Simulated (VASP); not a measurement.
The system is Ti3S2.

```xyz
5
Lattice="2.7131 1.5664 3.2376 -2.7131 1.5664 3.2376 0.0000 -3.1328 3.2376" Properties=species:S:1:pos:R:3 pbc="T T T"
Ti   -0.9107   -1.5555    3.2376
Ti    1.8024   -0.0109    3.2376
Ti   -0.8918    1.5664    3.2376
S     0.0000    0.0000    1.6302
S     0.0000    0.0000    8.0827
```

Base run:

| Item | Value |
| --- | --- |
| Program | VASP 6.6.1 |
| Functional | PBE |
| Potentials or basis | VASP PAW PBE potentials, release 64 (Ti_sv, S) |
| Cutoff | 520 eV |
| k mesh | 6 × 6 × 6 |
| Occupations | fermi-dirac, width 0.05 eV |
| Spin | no spin polarisation |

Its results: band gap on the k mesh zero (band 24 reaches 8.61 eV, above the bottom of band 25 at 8.40 eV); pressure 0.4 GPa; largest force 0.035 eV/Å.

Question: The run is repeated on the same cell with these changes: functional from PBE to PBEsol; further incar settings from ALGO = Normal; EDIFF = 1e-06; NBANDS = 32 to ALGO = Normal; EDIFF = 1e-07; NBANDS = 32. What comes out?

Answer: Band gap on the k mesh zero (band 24 reaches 8.49 eV, above the bottom of band 25 at 8.27 eV); pressure -4.3 GPa; largest force 0.036 eV/Å.

Caveats: the PAW data sets were made with another functional, which shifts forces and pressure a little (some runs).
